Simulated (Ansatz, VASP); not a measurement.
## TiO in VASP and in Ansatz

```xyz
6
Lattice="4.0335 0.0000 0.0000 0.0000 4.0335 0.0000 0.0000 0.0000 4.0335" Properties=species:S:1:pos:R:3 pbc="T T T"
Ti    2.0168    2.0168    0.0000
Ti    0.0000    2.0168    2.0168
Ti    2.0168    0.0000    2.0168
O     0.0000    2.0168    0.0000
O     2.0168    0.0000    0.0000
O     0.0000    0.0000    2.0168
```

Alike in both runs: functional PBEsol; k mesh 10 × 10 × 10; occupations gaussian, width 0.1 eV; collinear spin.

Ansatz relaxed the structure, and its values are those at the end. VASP's run is a single point on that final structure, the one shown.

|  | VASP | Ansatz |
| --- | --- | --- |
| version | VASP 6.6.1 | Ansatz 0.2.0 |
| potentials or method | VASP PAW PBE potentials, release 64 (Ti_sv, O), cutoff 520 eV | scalar-relativistic, plane waves, PAW |
| valence electrons in the cell | 54 | 54 |

Ansatz gave:

* gap on the k mesh at the Fermi level (eV): none
* pressure (GPa): 0.0
* net moment per atom (μB): 0.00

What did VASP give for the same quantities?

gap on the k mesh at the Fermi level (eV): none; pressure (GPa): 0.5; net moment per atom (μB): 0.00.

VASP's potentials were made for PBE, not for PBEsol. A gap of «none» marks a metal or a gap that the smearing closes. With one functional, cell and mesh, what is left measures potentials, basis and numerics. Ansatz's warnings: seeded moment not kept.
